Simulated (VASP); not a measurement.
# Ta3SiC2 (P4/mmm) in VASP: single point with PBE

Aim: the single point of Ta3SiC2 with PBE.

Everything below comes from runs of VASP 6.6.1. Logs are shortened: lines on timing, memory, paths and dates and some standing lists are left out, and cuts for length are marked.

**1. The cell of the first run**

Symmetry: P4/mmm, No. 123, tetragonal system. Conventional cell: a = 3.029 Å, b = 3.029 Å, c = 9.285 Å, α = 90.00°, β = 90.00°, γ = 90.00°. Ta (site symmetry 4mm) has 4 C at 2.59 Å and 4 Si at 2.73 Å and 6 Ta at 2.96 to 3.37 Å within 3.4 Å. Within 3.4 Å of Ta (site symmetry 4/mmm) lie 8 C at 2.61 Å and 6 Ta at 2.96 to 3.03 Å. Si (site symmetry 4/mmm) has 8 Ta at 2.73 Å and 4 Si at 3.03 Å and 2 C at 3.15 Å within 3.6 Å. Within 3.4 Å of C (site symmetry 4mm) lie 8 Ta at 2.59 to 2.61 Å and 5 C at 2.98 to 3.03 Å and 1 Si at 3.15 Å.

**2. Single point, PBE**

Input file INCAR:

```
PREC = Accurate
ENCUT = 520
EDIFF = 1E-6
ISMEAR = 0
SIGMA = 0.1
LREAL = F
LASPH = T
NELM = 80
ALGO = Normal
ISIF = 2
LWAVE = F
LCHARG = T
GGA = PE
LELF = T
LVHAR = T
NBANDS = 32
```

Input file KPOINTS:

```
Automatic mesh
0
Gamma
  6 6 2
```

Input file POSCAR:

```
Ta3SiC2
1.0
    3.0294225700      0.0000000000      0.0000000000
    0.0000000000      3.0294225700      0.0000000000
    0.0000000000      0.0000000000      9.2852788900
Ta Si C
3 1 2
Direct
    0.5000000000      0.5000000000      0.1817286000
    0.5000000000      0.5000000000      0.5000000000
    0.5000000000      0.5000000000      0.8182714000
    0.0000000000      0.0000000000      0.0000000000
    0.0000000000      0.0000000000      0.3392778000
    0.0000000000      0.0000000000      0.6607222000
```

Potentials or basis: VASP PAW PBE potentials, release 64 (Ta_pv, Si, C).

The run is started by

```console
$ cat potpaw_PBE.64/Ta_pv/POTCAR potpaw_PBE.64/Si/POTCAR potpaw_PBE.64/C/POTCAR > POTCAR
$ mpirun -np 1 vasp_std > vasp.out
```

OUTCAR:

```text
PREC = Accurate
   ENCUT = 520
   EDIFF = 1E-6
   ISMEAR = 0
   LREAL = F
   LASPH = T
   NELM = 80
   ISIF = 2
   GGA = PE

 ion  position               nearest neighbor table
   1  0.500  0.500  0.182-   5 2.59   5 2.59   5 2.59   5 2.59   4 2.73   4 2.73   4 2.73   4 2.73
                             2 2.96   3 3.37
   2  0.500  0.500  0.500-   5 2.61   6 2.61   5 2.61   6 2.61   5 2.61   6 2.61   5 2.61   6 2.61
                             1 2.96   3 2.96
   3  0.500  0.500  0.818-   6 2.59   6 2.59   6 2.59   6 2.59   4 2.73   4 2.73   4 2.73   4 2.73
                             2 2.96   1 3.37
   4  0.000  0.000  0.000-   1 2.73   3 2.73   1 2.73   3 2.73   1 2.73   3 2.73   1 2.73   3 2.73

   5  0.000  0.000  0.339-   1 2.59   1 2.59   1 2.59   1 2.59   2 2.61   2 2.61   2 2.61   2 2.61

   6  0.000  0.000  0.661-   3 2.59   3 2.59   3 2.59   3 2.59   2 2.61   2 2.61   2 2.61   2 2.61

  LATTYP: Found a simple tetragonal cell.
 ALAT       =     3.0294225700
 C/A-ratio  =     3.0650325847

  Lattice vectors:

 A1 = (   3.0294225700,   0.0000000000,   0.0000000000)
 A2 = (   0.0000000000,   3.0294225700,   0.0000000000)
 A3 = (   0.0000000000,   0.0000000000,   9.2852788900)

Analysis of symmetry for initial positions (statically):
=====================================================================
 Subroutine PRICEL returns:
 Original cell was already a primitive cell.

 Routine SETGRP: Setting up the symmetry group for a
 simple tetragonal supercell.

 Subroutine GETGRP returns: Found 16 space group operations
 (whereof 16 operations were pure point group operations)
 out of a pool of 16 trial point group operations.

The static configuration has the point symmetry D_4h.

Analysis of symmetry for dynamics (positions and initial velocities):
=====================================================================
 Subroutine PRICEL returns:
 Original cell was already a primitive cell.

 Routine SETGRP: Setting up the symmetry group for a
 simple tetragonal supercell.

 Subroutine GETGRP returns: Found 16 space group operations
 (whereof 16 operations were pure point group operations)
 out of a pool of 16 trial point group operations.

The dynamic configuration has the point symmetry D_4h.

 Subroutine INISYM returns: Found 16 space group operations
 (whereof 16 operations are pure point group operations),
 and found     1 'primitive' translations

----------------------------------------------------------------------------------------

                                     Primitive cell

  volume of cell :      85.2147

  direct lattice vectors                    reciprocal lattice vectors
     3.029422570  0.000000000  0.000000000     0.330095910  0.000000000  0.000000000
     0.000000000  3.029422570  0.000000000     0.000000000  0.330095910  0.000000000
     0.000000000  0.000000000  9.285278890     0.000000000  0.000000000  0.107697357

  length of vectors
     3.029422570  3.029422570  9.285278890     0.330095910  0.330095910  0.107697357

  position of ions in fractional coordinates (direct lattice)
     0.500000000  0.500000000  0.181728600
     0.500000000  0.500000000  0.500000000
     0.500000000  0.500000000  0.818271400
     0.000000000  0.000000000  0.000000000
     0.000000000  0.000000000  0.339277800
     0.000000000  0.000000000  0.660722200

  ion indices of the primitive-cell ions
   primitive index   ion index
                 1           1
                 2           2
                 3           3
                 4           4
                 5           5
                 6           6

----------------------------------------------------------------------------------------

 KPOINTS: Automatic mesh

Automatic generation of k-mesh.
 Grid dimensions read from file:
 generate k-points for:    6    6    2

 Generating k-lattice:

  Cartesian coordinates                     Fractional coordinates (reciprocal lattice)
     0.055015985  0.000000000  0.000000000     0.166666667  0.000000000  0.000000000
     0.000000000  0.055015985  0.000000000     0.000000000  0.166666667  0.000000000
     0.000000000  0.000000000  0.053848679     0.000000000  0.000000000  0.500000000

  Length of vectors
     0.055015985  0.055015985  0.053848679

  Shift w.r.t. Gamma in fractional coordinates (k-lattice)
     0.000000000  0.000000000  0.000000000

 Subroutine IBZKPT returns following result:
 ===========================================

 Found     20 irreducible k-points:

 Following reciprocal coordinates:
            Coordinates               Weight
  0.000000  0.000000  0.000000      1.000000
  0.166667  0.000000  0.000000      4.000000
  0.333333  0.000000  0.000000      4.000000
  0.500000  0.000000  0.000000      2.000000
  0.166667  0.166667  0.000000      4.000000
  0.333333  0.166667  0.000000      8.000000
[... 12 lines left out ...]
  0.500000  0.333333  0.500000      4.000000
  0.500000  0.500000  0.500000      1.000000
   k-points           NKPTS =     20   k-points in BZ     NKDIM =     20   number of bands    NBANDS=     32
   number of dos      NEDOS =    301   number of ions     NIONS =      6
   total plane-waves  NPLWV =  40320
   dimension x,y,z NGX =    24 NGY =   24 NGZ =   70
   dimension x,y,z NGXF=    48 NGYF=   48 NGZF=  140
   ions per type =               3   1   2
   NGX,Y,Z   is equivalent  to a cutoff of  13.17, 13.17, 12.53 a.u.
   NGXF,Y,Z  is equivalent  to a cutoff of  26.34, 26.34, 25.07 a.u.
 SYSTEM =  unknown system
   PREC   = accura    normal or accurate (medium, high low for compatibility)
   ISTART =      0    job   : 0-new  1-cont  2-samecut
   ICHARG =      2    charge: 1-file 2-atom 10-const
   ISPIN  =      1    spin polarized calculation?
   LNONCOLLINEAR =      F non collinear calculations
   LSORBIT =      F    spin-orbit coupling
   LASPH  =      T    aspherical Exc in radial PAW
   ENCUT  =  520.0 eV  38.22 Ry    6.18 a.u.   5.63  5.63 17.26*2*pi/ulx,y,z
   NELM   =     80;   NELMIN=  2; NELMDL= -5     # of ELM steps
   EDIFF  = 0.1E-05   stopping-criterion for ELM
   LREAL  =      F    real-space projection
[... 7 lines left out ...]
   TEBEG  =    0.0;   TEEND  =   0.0 temperature during run
   PSTRESS=    0.0 pullay stress
   NELECT =      45.0000    total number of electrons
   NUPDOWN=      -1.0000    fix difference up-down
   EMIN   =  10.00;   EMAX   =-10.00  energy-range for DOS
   EFERMI =   0.00;   METHOD = LEGACY
   ISMEAR =     0;   SIGMA  =   0.10  broadening in eV -4-tet -1-fermi 0-gaus
   EFERMI_NEDOS =   21; number of points for ismear=-14 and -15
   IALGO  =     38    algorithm
   IMIX   =      4    mixing-type and parameters
     AMIX     =   0.40;   BMIX     =  1.00
     AMIX_MAG =   1.60;   BMIX_MAG =  1.00
  volume/ion in A,a.u.               =      14.20        95.84
  Fermi-wavevector in a.u.,A,eV,Ry     =   1.323247  2.500573 23.823550  1.750982
  Thomas-Fermi vector in A             =   2.452869
   LORBIT       =      0    0 simple, 1 ext, 2 COOP (PROOUT), +10 PAW based schemes
   GGA     = PE    functional components
   LHFCALC =     F    Hartree Fock is set to
   AEXX    =    0.0000 exact exchange contribution
   IVDW    =     0    specifies the selected vdW correction
   LEPSILON=     F    determine dielectric tensor
   LRPA    =     F    only Hartree local field effects (RPA)
 non-spin polarized calculation
 Gauss-broadening in eV      SIGMA  =   0.10
  energy-cutoff  :      520.00
  volume of cell :       85.21
 maximum number of plane-waves:      2320
 NGX is ok and might be reduce to    24
   NGX = 11   NGY = 11   NGZ = 35

 number of electron      44.9999999 magnetization

 Free energy of the ion-electron system (eV)
  ---------------------------------------------------
  ext. energy  EPLUGINS =         0.00000000
  ---------------------------------------------------
  free energy    TOTEN  =       -56.20667723 eV

  energy without entropy =      -56.18983495  energy(sigma->0) =      -56.19825609

 E-fermi :   6.3581     XC(G=0): -12.2295

 val. band max:        6.3514207353   @ k =   0.3333   0.1667   0.0000
 cond. band min:       6.3919489527   @ k =   0.0000   0.0000   0.5000
 fundamental gap:      0.0405282174
 Fermi energy:         6.3581171510

 k-point     1 :       0.0000    0.0000    0.0000
  band No.  band energies     occupation
      1     -28.4057      2.00000
      2     -28.1283      2.00000
      3     -28.0131      2.00000
      4     -28.0131      2.00000
      5     -27.9102      2.00000
      6     -27.7651      2.00000
[... 24 lines left out ...]
     31      10.3602      0.00000
     32      10.4496      0.00000

 k-point     2 :       0.1667    0.0000    0.0000
  band No.  band energies     occupation
      1     -28.3905      2.00000
      2     -28.1326      2.00000
      3     -28.1115      2.00000
      4     -28.0028      2.00000
      5     -27.8992      2.00000
      6     -27.8895      2.00000
[... 24 lines left out ...]
     31      10.1731      0.00000
     32      10.9943      0.00000

 k-point     3 :       0.3333    0.0000    0.0000
  band No.  band energies     occupation
      1     -28.3621      2.00000
      2     -28.3598      2.00000
      3     -28.1315      2.00000
      4     -28.1208      2.00000
      5     -28.0797      2.00000
      6     -27.9822      2.00000
[... 24 lines left out ...]
     31      10.6714      0.00000
     32      10.9282      0.00000

 k-point     4 :       0.5000    0.0000    0.0000
  band No.  band energies     occupation
      1     -28.4742      2.00000
      2     -28.3443      2.00000
      3     -28.2479      2.00000
      4     -28.2368      2.00000
      5     -28.0642      2.00000
      6     -27.9719      2.00000
[... 514 lines left out ...]
     31      11.0223      0.00000
     32      11.5342      0.00000

 k-point    19 :       0.5000    0.3333    0.5000
  band No.  band energies     occupation
      1     -28.4272      2.00000
      2     -28.3225      2.00000
      3     -28.3044      2.00000
      4     -28.2007      2.00000
      5     -28.1848      2.00000
      6     -28.0716      2.00000
[... 24 lines left out ...]
     31      11.6245      0.00000
     32      11.9479      0.00000

 k-point    20 :       0.5000    0.5000    0.5000
  band No.  band energies     occupation
      1     -28.4115      2.00000
      2     -28.4115      2.00000
      3     -28.3079      2.00000
      4     -28.1835      2.00000
      5     -28.1835      2.00000
      6     -28.1685      2.00000
[... 24 lines left out ...]
     31      12.2442      0.00000
     32      12.4476      0.00000

------------------------ aborting loop because EDIFF is reached ----------------------------------------

  FORCE on cell =-STRESS in cart. coord.  units (eV):
  Direction    XX          YY          ZZ          XY          YZ          ZX
  --------------------------------------------------------------------------------------
  -------------------------------------------------------------------------------------
  Total      -14.2347712    -14.2347712    -10.9470412      0.0000000      0.0000000      0.0000000
  in kB     -267.6371561   -267.6371561   -205.8224142      0.0000000      0.0000000      0.0000000
  external PRESSURE =    -247.0322421 kB  Pullay stress =       0.0000000 kB

 VOLUME and BASIS-vectors are now :
 -----------------------------------------------------------------------------
  energy-cutoff  :      520.00
  volume of cell :       85.21
      direct lattice vectors                 reciprocal lattice vectors
     3.029422570  0.000000000  0.000000000     0.330095910  0.000000000  0.000000000
     0.000000000  3.029422570  0.000000000     0.000000000  0.330095910  0.000000000
     0.000000000  0.000000000  9.285278890     0.000000000  0.000000000  0.107697357

 POSITION                                       TOTAL-FORCE (eV/Angst)
 -----------------------------------------------------------------------------------
      1.51471      1.51471      1.68740        -0.000000     -0.000000      2.563559
      1.51471      1.51471      4.64264        -0.000000     -0.000000      0.000000
      1.51471      1.51471      7.59788        -0.000000     -0.000000     -2.563559
      0.00000      0.00000      0.00000        -0.000000     -0.000000      0.000000
      0.00000      0.00000      3.15029        -0.000000     -0.000000     -0.019794
      0.00000      0.00000      6.13499         0.000000      0.000000      0.019794
 -----------------------------------------------------------------------------------
    total drift:                                0.000000     -0.000000      0.000000

  FREE ENERGIE OF THE ION-ELECTRON SYSTEM (eV)
  ---------------------------------------------------
  free  energy   TOTEN  =       -56.2066772312 eV

  energy  without entropy=      -56.1898349474  energy(sigma->0) =      -56.19825609
```

It took 82 s on 1 thread of Intel Xeon 8259CL, shared host; peak memory 0.22 GiB.

Results:

```yaml
Free_energy: -56.2067 eV
Pressure: -24.7 GPa
Largest_force: 2.564 eV/Å
```

Forces on the atoms (eV/Å):
```
Ta   0.000  0.000  2.564
Ta   0.000  0.000  0.000
Ta   0.000  0.000 -2.564
Si   0.000  0.000  0.000
C    0.000  0.000 -0.020
C    0.000  0.000  0.020
```

Stress tensor (GPa, compression positive):
```
-26.76   0.00   0.00
  0.00 -26.76   0.00
  0.00   0.00 -20.58
```

Caveat: spin-orbit coupling is left out, which moves the levels of the heavy elements; forces of over 1 eV/Å act on the atoms, so gaps and moduli don't describe the material at rest.
